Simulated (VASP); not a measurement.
# V in VASP: a series of runs, part 2 of 2

VASP 6.6.1.

## Step 3: Single point, PBE

Input file INCAR:

```
ALGO     = Normal         # electronic algorithm
DIPOL    = 0.5 0.5 0.500
EDIFF    = 1E-6           # SCF threshold, eV
ENCUT    = 400            # plane-wave cutoff, eV
GGA      = PE             # functional
GGA_COMPAT= False        
IDIPOL   = 3            
ISIF     = 2              # what is computed and relaxed
ISMEAR   = -1             # smearing method
LASPH    = True           # aspherical terms in the spheres
LCHARG   = False          # write CHGCAR
LDIPOL   = True         
LREAL    = False          # projectors in reciprocal space
LWAVE    = False          # write WAVECAR
NBANDS   = 12             # bands
NELM     = 120            # most SCF steps
NELMDL   = -8           
PREC     = Accurate       # precision mode
SIGMA    = 0.08           # smearing width, eV
```

Input file KPOINTS:

```
k-points
0
Gamma
  15 15 1
```

Input file POSCAR:

```
V
1.0
    2.5962697459      0.0000000000      0.0000000000
   -0.8654232486      2.4477865908      0.0000000000
    0.0000000000      0.0000000000     16.0000000000
V
1
Direct
    0.0000000000      0.0000000000      0.5000000000
```

Potentials or basis: VASP PAW PBE potentials, release 64 (V_sv).

Command:

```bash
$ cat potpaw_PBE.64/V_sv/POTCAR > POTCAR
$ mpirun -np 1 vasp_std > vasp.out
```

OUTCAR:

```text
EDIFF = 1E-6
   ENCUT = 400
   GGA = PE
   ISIF = 2
   ISMEAR = -1
   LASPH = True
   LREAL = False
   NELM = 120
   NELMDL = -8
   PREC = Accurate

 ion  position               nearest neighbor table
   1  0.000  0.000  0.500-

  LATTYP: Found a base centered orthorhombic cell.
 ALAT       =     2.9979140734
 B/A-ratio  =     1.4142135624
 C/A-ratio  =     5.3370442276

  Lattice vectors:

 A1 = (   2.5962697459,   0.0000000000,   0.0000000000)
 A2 = (  -0.8654232486,   2.4477865908,   0.0000000000)
 A3 = (   0.0000000000,   0.0000000000,  16.0000000000)

Analysis of symmetry for initial positions (statically):
=====================================================================
 Subroutine PRICEL returns:
 Original cell was already a primitive cell.

 Routine SETGRP: Setting up the symmetry group for a
 base centered orthorhombic supercell.

 Subroutine GETGRP returns: Found  8 space group operations
 (whereof  8 operations were pure point group operations)
 out of a pool of  8 trial point group operations.

The static configuration has the point symmetry D_2h.

Analysis of symmetry for dynamics (positions and initial velocities):
=====================================================================
 Subroutine PRICEL returns:
 Original cell was already a primitive cell.

 Routine SETGRP: Setting up the symmetry group for a
 base centered orthorhombic supercell.

 Subroutine GETGRP returns: Found  8 space group operations
 (whereof  8 operations were pure point group operations)
 out of a pool of  8 trial point group operations.

The dynamic configuration has the point symmetry D_2h.

 Subroutine INISYM returns: Found  8 space group operations
 (whereof  8 operations are pure point group operations),
 and found     1 'primitive' translations

----------------------------------------------------------------------------------------

                                     Primitive cell

  volume of cell :     101.6818

  direct lattice vectors                    reciprocal lattice vectors
[... 124 lines left out ...]

 number of electron      12.9999988 magnetization

 dipolmoment           0.000000      0.000000      0.000000 electrons x Angstroem

 Free energy of the ion-electron system (eV)
  ---------------------------------------------------
  ext. energy  EPLUGINS =         0.00000000
  ---------------------------------------------------
  free energy    TOTEN  =        -6.67823296 eV

  energy without entropy =       -6.63548081  energy(sigma->0) =       -6.65685689

 E-fermi :  -2.5472     XC(G=0):  -3.0689

 val. band max:       -2.6084644239   @ k =   0.2000  -0.0000   0.0000
 cond. band min:      -2.5118147258   @ k =   0.2000   0.0667   0.0000
 fundamental gap:      0.0966496981
 Fermi energy:        -2.5471967262

 k-point     1 :       0.0000    0.0000    0.0000
  band No.  band energies     occupation
      1     -66.6573      2.00000
      2     -40.7334      2.00000
      3     -40.1465      2.00000
      4     -39.8833      2.00000
      5      -6.8589      2.00000
      6      -3.1779      1.99925
      7      -3.1622      1.99908
      8      -2.1854      0.02150
      9      -0.7621      0.00000
     10      -0.6750      0.00000
     11      -0.3798      0.00000
     12       1.6567      0.00000
[... 331 lines left out ...]
 k-point    24 :       0.2000    0.1333    0.0000
  band No.  band energies     occupation
      1     -66.6049      2.00000
      2     -40.6892      2.00000
      3     -40.3547      2.00000
      4     -40.0565      2.00000
      5      -4.8223      2.00000
      6      -3.1517      1.99895
      7      -2.9386      1.98511
      8      -2.3331      0.12883
      9      -1.0434      0.00000
     10      -0.0630      0.00000
     11       1.2197      0.00000
     12       3.4415      0.00000

 [... further k-points ...]

------------------------ aborting loop because EDIFF is reached ----------------------------------------

 vacuum level on the upper side and lower side of the slab       (xc-potential included)        -0.149        -0.149

  FORCE on cell =-STRESS in cart. coord.  units (eV):
  Direction    XX          YY          ZZ          XY          YZ          ZX
  --------------------------------------------------------------------------------------
  -------------------------------------------------------------------------------------
  Total       -3.5813265     -3.5093210     -0.1373666      0.1018311      0.0000000      0.0000000
  in kB      -56.4301431    -55.2955696     -2.1644545      1.6045292      0.0000000      0.0000000
  external PRESSURE =     -37.9633891 kB  Pullay stress =       0.0000000 kB

 VOLUME and BASIS-vectors are now :
 -----------------------------------------------------------------------------
  energy-cutoff  :      400.00
  volume of cell :      101.68
      direct lattice vectors                 reciprocal lattice vectors
     2.596269746  0.000000000  0.000000000     0.385167990  0.136177449  0.000000000
    -0.865423249  2.447786591  0.000000000     0.000000000  0.408532347  0.000000000
     0.000000000  0.000000000 16.000000000     0.000000000  0.000000000  0.062500000

 POSITION                                       TOTAL-FORCE (eV/Angst)
 -----------------------------------------------------------------------------------
      0.00000      0.00000      8.00000         0.000000      0.000000      0.000000
 -----------------------------------------------------------------------------------
    total drift:                                0.000000      0.000000      0.000000

  FREE ENERGIE OF THE ION-ELECTRON SYSTEM (eV)
  ---------------------------------------------------
  free  energy   TOTEN  =        -6.6782329594 eV

  energy  without entropy=       -6.6354808119  energy(sigma->0) =       -6.65685689

 vacuum level on the upper side and lower side of the slab         2.074         2.074
```

OSZICAR:

```text
N       E                     dE             d eps       ncg     rms          rms(c)
DAV:   1     0.649227281005E+02    0.64923E+02   -0.73434E+03  2112   0.663E+02
DAV:   2    -0.635045949527E+01   -0.71273E+02   -0.69137E+02  1640   0.229E+02
DAV:   3    -0.762228326240E+01   -0.12718E+01   -0.11933E+01  1928   0.338E+01
[... 15 lines left out ...]
DAV:  19    -0.667815635152E+01   -0.70769E-04   -0.47751E-06  1492   0.783E-03    0.177E-03
DAV:  20    -0.667821947723E+01   -0.63126E-04   -0.92273E-06  1436   0.686E-03    0.845E-04
DAV:  21    -0.667822967329E+01   -0.10196E-04   -0.11675E-06  1336   0.255E-03    0.250E-04
DAV:  22    -0.667823267088E+01   -0.29976E-05   -0.28293E-07  1144   0.139E-03    0.987E-05
DAV:  23    -0.667823295938E+01   -0.28850E-06   -0.20189E-08  1120   0.634E-04
   1 F= -.66782330E+01 E0= -.66568569E+01  d E =-.427521E-01
```

It took 41 s on 1 thread of Intel Xeon Platinum 8488C (Sapphire Rapids), shared host; peak memory 0.2 GiB.

What came out:

```
Free energy            : -6.6782 eV
Band gap on the k mesh : zero (an odd number of electrons rules out a gap without spin polarisation)
```

Levels at points of the mesh, in eV from the Fermi level:
| k point | band 3 | band 4 | band 5 | band 6 | band 7 | band 8 | band 9 | band 10 |
| --- | --- | --- | --- | --- | --- | --- | --- | --- |
| (0.00, 0.00, 0.00) | -37.60 | -37.34 | -4.31 | -0.63 | -0.62 | 0.36 | 1.79 | 1.87 |
